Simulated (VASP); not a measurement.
# Rh in VASP: a series of runs

Runs on Rh. Level: RPBE. Tasks: single point.

Program: VASP 6.6.1. These are calculated values, not measurements. Logs are shortened: lines on timing, memory, paths and dates and some standing lists are left out, and cuts for length are marked.

## (1) The cell of the first run

The typed cell holds 2 atoms: a = 4.255 Å, b = 4.255 Å, c = 2.693 Å, α = 90.00°, β = 90.00°, γ = 143.44°.

## (2) Single point, RPBE (volume scaled by 0.96)

INCAR reads:

```
ALGO = Normal ; EDIFF = 1E-6
ENCUT = 520 ; GGA = RP
ISIF = 2 ; ISMEAR = -1
LASPH = T ; LCHARG = F
LREAL = F ; LWAVE = F
NBANDS = 22 ; NELM = 100
PREC = Accurate ; SIGMA = 0.1
```

KPOINTS reads:

```
k-points
0
Gamma
  14 14 13
```

POSCAR reads:

```
Rh
1.0
   -2.6570934394      3.0573150042      1.3042487063
    3.0573150042     -2.6570934394      1.3042487063
    1.8607423189      1.8607423189     -0.5712421774
Rh
2
Direct
    0.0102247971      0.9897752029      0.0000000000
    0.7397752029      0.2602247971      0.5000000000
```

Potentials or basis: VASP PAW PBE potentials, release 64 (Rh_pv).

The run is started by

```
> cat potpaw_PBE.64/Rh_pv/POTCAR > POTCAR
> mpirun -np 1 vasp_std > vasp.out
```

OUTCAR:

```text
EDIFF = 1E-6
   ENCUT = 520
   GGA = RP
   ISIF = 2
   ISMEAR = -1
   LASPH = T
   LREAL = F
   NELM = 100
   PREC = Accurate

 ion  position               nearest neighbor table
   1  0.010  0.990  0.000-   2 2.57   2 2.57   2 2.65   2 2.65   2 2.65   2 2.65
   2  0.740  0.260  0.500-   1 2.57   1 2.57   1 2.65   1 2.65   1 2.65   1 2.65

  LATTYP: Found a base centered monoclinic cell.
 ALAT       =     2.6691971365
 B/A-ratio  =     3.0276497046
 C/A-ratio  =     1.0088336213
 COS(beta)  =    -0.0000925679

  Lattice vectors:

 A1 = (  -2.6570934394,   3.0573150042,   1.3042487063)
 A2 = (   3.0573150042,  -2.6570934394,   1.3042487063)
 A3 = (   1.8607423189,   1.8607423189,  -0.5712421774)

Analysis of symmetry for initial positions (statically):
=====================================================================
 Subroutine PRICEL returns:
 Original cell was already a primitive cell.

 Routine SETGRP: Setting up the symmetry group for a
 base centered monoclinic supercell.

 Subroutine GETGRP returns: Found  4 space group operations
 (whereof  2 operations were pure point group operations)
 out of a pool of  4 trial point group operations.

The static configuration has the point symmetry C_2 .
 The point group associated with its full space group is C_2h.

Analysis of symmetry for dynamics (positions and initial velocities):
=====================================================================
 Subroutine PRICEL returns:
 Original cell was already a primitive cell.

 Routine SETGRP: Setting up the symmetry group for a
 base centered monoclinic supercell.

 Subroutine GETGRP returns: Found  4 space group operations
 (whereof  2 operations were pure point group operations)
 out of a pool of  4 trial point group operations.

The dynamic configuration has the point symmetry C_2 .
 The point group associated with its full space group is C_2h.

 Subroutine INISYM returns: Found  4 space group operations
 (whereof  2 operations are pure point group operations),
 and found     1 'primitive' translations

----------------------------------------------------------------------------------------

                                     Primitive cell

  volume of cell :      29.0427
[... 75 lines left out ...]
   dimension x,y,z NGXF=    64 NGYF=   64 NGZF=   40
   ions per type =               2
   NGX,Y,Z   is equivalent  to a cutoff of  12.50, 12.50, 12.35 a.u.
   NGXF,Y,Z  is equivalent  to a cutoff of  25.00, 25.00, 24.70 a.u.
 SYSTEM =  unknown system
   PREC   = accura    normal or accurate (medium, high low for compatibility)
   ISTART =      0    job   : 0-new  1-cont  2-samecut
   ICHARG =      2    charge: 1-file 2-atom 10-const
   ISPIN  =      1    spin polarized calculation?
   LNONCOLLINEAR =      F non collinear calculations
   LSORBIT =      F    spin-orbit coupling
   LASPH  =      T    aspherical Exc in radial PAW
   ENCUT  =  520.0 eV  38.22 Ry    6.18 a.u.   7.91  7.91  5.01*2*pi/ulx,y,z
   NELM   =    100;   NELMIN=  2; NELMDL= -5     # of ELM steps
   EDIFF  = 0.1E-05   stopping-criterion for ELM
   LREAL  =      F    real-space projection
   EDIFFG = 0.1E-04   stopping-criterion for IOM
   NSW    =      0    number of steps for IOM
   IBRION =     -1    ionic relax: 0-MD 1-quasi-New 2-CG
   NFREE  =      0    steps in history (QN), initial steepest desc. (CG)
   ISIF   =      2    stress and relaxation
   ISYM   =      2    0-nonsym 1-usesym 2-fastsym
   POTIM  = 0.5000    time-step for ionic-motion
   TEBEG  =    0.0;   TEEND  =   0.0 temperature during run
   PSTRESS=    0.0 pullay stress
   NELECT =      30.0000    total number of electrons
   NUPDOWN=      -1.0000    fix difference up-down
   EMIN   =  10.00;   EMAX   =-10.00  energy-range for DOS
   EFERMI =   0.00;   METHOD = LEGACY
   ISMEAR =    -1;   SIGMA  =   0.10  broadening in eV -4-tet -1-fermi 0-gaus
   EFERMI_NEDOS =   21; number of points for ismear=-14 and -15
   IALGO  =     38    algorithm
   IMIX   =      4    mixing-type and parameters
     AMIX     =   0.40;   BMIX     =  1.00
     AMIX_MAG =   1.60;   BMIX_MAG =  1.00
  volume/ion in A,a.u.               =      14.52        97.99
  Fermi-wavevector in a.u.,A,eV,Ry     =   1.654892  3.127292 37.261814  2.738666
  Thomas-Fermi vector in A             =   2.743081
   LORBIT       =      0    0 simple, 1 ext, 2 COOP (PROOUT), +10 PAW based schemes
   GGA     = RP    functional components
   LHFCALC =     F    Hartree Fock is set to
   AEXX    =    0.0000 exact exchange contribution
   IVDW    =     0    specifies the selected vdW correction
   LEPSILON=     F    determine dielectric tensor
   LRPA    =     F    only Hartree local field effects (RPA)
 non-spin polarized calculation
  energy-cutoff  :      520.00
  volume of cell :       29.04
 maximum number of plane-waves:       800
   NGX = 15   NGY = 15   NGZ = 11

 number of electron      30.0000003 magnetization

 Free energy of the ion-electron system (eV)
  ---------------------------------------------------
  ext. energy  EPLUGINS =         0.00000000
  ---------------------------------------------------
  free energy    TOTEN  =       -12.84458686 eV

  energy without entropy =      -12.75859891  energy(sigma->0) =      -12.80159289

 E-fermi :  11.0682     XC(G=0): -13.5157

 val. band max:       11.0659197021   @ k =  -0.2143   0.2143   0.0000
 cond. band min:      11.0689133683   @ k =  -0.4286   0.0000   0.4615
 fundamental gap:      0.0029936661
 Fermi energy:        11.0682420668

 k-point     1 :       0.0000    0.0000    0.0000
  band No.  band energies     occupation
      1     -36.0566      2.00000
      2     -35.4809      2.00000
      3     -35.3458      2.00000
      4     -35.2509      2.00000
      5     -35.2420      2.00000
      6     -35.1984      2.00000
[... 589 lines left out ...]
     21      24.0822      0.00000
     22      28.2793      0.00000

 [... further k-points ...]
[... 5 lines left out ...]
  --------------------------------------------------------------------------------------
  -------------------------------------------------------------------------------------
  Total        1.8254667      1.8254667      1.5423390     -0.1478389     -0.0211642     -0.0211643
  in kB      100.7041519    100.7041519     85.0850596     -8.1557164     -1.1675482     -1.1675559
  external PRESSURE =      95.4977878 kB  Pullay stress =       0.0000000 kB

 VOLUME and BASIS-vectors are now :
 -----------------------------------------------------------------------------
  energy-cutoff  :      520.00
  volume of cell :       29.04
      direct lattice vectors                 reciprocal lattice vectors
    -2.657093439  3.057315004  1.304248706    -0.031299660  0.143696582  0.366117414
     3.057315004 -2.657093439  1.304248706     0.143696582 -0.031299660  0.366117414
     1.860742319  1.860742319 -0.571242177     0.256622402  0.256622402 -0.078747112

 POSITION                                       TOTAL-FORCE (eV/Angst)
 -----------------------------------------------------------------------------------
      2.99889     -2.59866      1.30425         0.076271     -0.076271     -0.000000
     -0.23969      2.50066      1.01863        -0.076271      0.076271      0.000000
 -----------------------------------------------------------------------------------
    total drift:                                0.000000      0.000000      0.000000

  FREE ENERGIE OF THE ION-ELECTRON SYSTEM (eV)
  ---------------------------------------------------
  free  energy   TOTEN  =       -12.8445868648 eV

  energy  without entropy=      -12.7585989105  energy(sigma->0) =      -12.80159289
```

It took 3 min on 1 thread of Intel Xeon Platinum 8488C (Sapphire Rapids), shared host; peak memory 0.43 GiB.

Results:

```
Free energy            : -12.8446 eV
Pressure               : 9.5 GPa
Largest force          : 0.108 eV/Å
Band gap on the k mesh : zero (band 15 reaches 12.16 eV, above the bottom of band 16 at 10.18 eV)
```

Forces on the atoms (eV/Å):
```
Rh   0.076 -0.076  0.000
Rh  -0.076  0.076  0.000
```

Caveat: the cell differs from its parent crystal (volume scaled by 0.96); the PAW data sets were made with another functional, which shifts forces and pressure a little.

## (3) Single point, RPBE

This run uses another cell than the first one, of 15.13 Å³/atom, 1.042 times its volume.

INCAR reads:

```
SYSTEM = Rh
ALGO = Normal
EDIFF = 1E-6
ENCUT = 520
GGA = RP
ISIF = 2
ISMEAR = -1
LASPH = .TRUE.
LCHARG = .TRUE.
LELF = .TRUE.
LREAL = .FALSE.
LVHAR = .TRUE.
LWAVE = .FALSE.
NBANDS = 22
NELM = 60
PREC = Accurate
SIGMA = 0.1
```

KPOINTS reads:

```
k-points
0
G
  14 14 13
  0 0 0
```

POSCAR reads:

```
Rh
1.0
   -2.6934965033      3.0992012366      1.3221173473
    3.0992012366     -2.6934965033      1.3221173473
    1.8862351076      1.8862351076     -0.5790683852
Rh
2
Direct
    0.0102247971      0.9897752029      0.0000000000
    0.7397752029      0.2602247971      0.5000000000
```

Potentials or basis: VASP PAW PBE potentials, release 64 (Rh_pv).

The run is started by

```
> cat potpaw_PBE.64/Rh_pv/POTCAR > POTCAR
> mpirun -np 1 vasp_std > vasp.out
```

It took 3.1 min on 1 thread of Intel Xeon Platinum 8488C (Sapphire Rapids), shared host; peak memory 0.44 GiB.

It converged, with:

```
Free energy            : -12.8795 eV
Pressure               : -0.1 GPa
Largest force          : 0.025 eV/Å
Band gap on the k mesh : zero (band 15 reaches 11.39 eV, above the bottom of band 16 at 9.55 eV)
```

Forces on the atoms (eV/Å):
```
Rh   0.018 -0.018  0.000
Rh  -0.018  0.018  0.000
```

Stress tensor (GPa, compression positive):
```
-0.04 -0.49  0.07
-0.49 -0.04  0.07
 0.07  0.07 -0.10
```

Levels at points of the mesh, in eV from the Fermi level:
```csv
k point,band 13,band 14,band 15,band 16,band 17,band 18
"(0.00, 0.00, 0.00)",-1.52,-0.75,-0.33,0.17,1.14,2.64
"(0.50, 0.00, 0.00)",-1.55,-1.33,-0.67,0.54,2.21,4.26
"(0.50, 0.50, 0.00)",-1.38,-1.28,-1.07,-0.63,0.51,0.76
```

Caveat: the PAW data sets were made with another functional, which shifts forces and pressure a little.
